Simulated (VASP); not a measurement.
**AlNi: single point with PBEsol**

Crystal: AlNi.

```
CELL_PARAMETERS angstrom
1.99333 -2.00824 0.00000
1.99333 2.00824 0.00000
0.00000 0.00000 2.93184
ATOMIC_POSITIONS crystal
Al 0.00000 0.00000 0.00000
Ni 0.50000 0.50000 0.50000
```

This cell differs from its parent crystal: ratio of the length along z to the lengths across it x 0.92, volume and fractional coordinates fixed.

| Quantity | Value |
| --- | --- |
| Program | VASP 6.6.1 |
| Task | single point |
| Functional | PBEsol |
| Potentials or basis | VASP PAW PBE potentials, release 64 (Al, Ni) |
| Cutoff | 520 eV |
| k mesh | 20 × 20 × 18 |
| Occupations | gaussian, width 0.15 eV |
| Spin | no spin polarisation |

The pressure is 0.0 GPa and the band gap on the k mesh is zero (an odd number of electrons rules out a gap without spin polarisation).

Stress tensor (GPa, compression positive):
```
 1.73  0.00  0.00
 0.00 -0.12  0.00
 0.00  0.00 -1.70
```

Levels at points of the mesh, in eV from the Fermi level:
```
           k point  band 3  band 4  band 5  band 6  band 7  band 8  band 9  band 10  band 11  band 12
(0.00, 0.00, 0.00)   -3.31   -1.62   -1.60   -1.51    4.74    5.99    6.03     8.00     8.35    14.12
(0.50, 0.00, 0.00)   -2.82   -2.44   -2.23   -1.51   -0.57    8.28    9.35    10.53    10.54    11.56
(0.50, 0.50, 0.00)   -2.82   -2.71   -2.24   -2.23   -0.98    1.71    2.81    11.93    14.74    14.80
(0.00, 0.00, 0.50)   -2.88   -2.25   -2.22   -1.44   -0.84    8.33   10.38    10.42    11.20    11.20
(0.50, 0.00, 0.50)   -3.09   -2.92   -2.09   -2.06   -1.07    1.40    2.48    12.80    15.35    15.72
(0.50, 0.50, 0.50)   -4.17   -1.06   -0.96    1.92    1.94    2.05    3.90     4.38     4.47     4.81
```

Run time: 2.1 min on 1 thread of Intel(R) Xeon(R) 6975P-C (Granite Rapids) (shared host), peak memory 0.46 GiB.

Caveat: the PAW data sets were made with another functional, which shifts forces and pressure a little. Spin polarisation is off, so any magnetic state and its effect on volume and gap are missing.
